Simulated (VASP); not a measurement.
Crystal: Ir.

```
Ir
1.0
     0.00000    1.88971    1.88971
     1.88971    0.00000    1.88971
     1.88971    1.88971    0.00000
Ir
1
Cartesian
  0.0000 0.0000 0.0000
```

Base run:

```yaml
Program: VASP 6.6.1
Functional: r2SCAN
Potentials_or_basis: VASP PAW PBE potentials, release 64 (Ir)
Cutoff: 520 eV
k_mesh: 12 × 12 × 12
Occupations: fermi-dirac, width 0.05 eV
Spin: no spin polarisation
```

Its results: pressure 24.7 GPa.

Question: The run is repeated on the same cell with these changes: functional from r2SCAN to r2SCANh; k mesh from 12 × 12 × 12 to 6 × 6 × 6. What comes out?

Answer: Pressure 21.7 GPa.

Several settings changed at once, so the effect can't be laid on one alone.

Caveats: some runs use coarse meshes; the PAW data sets were made with another functional, which shifts forces and pressure a little.
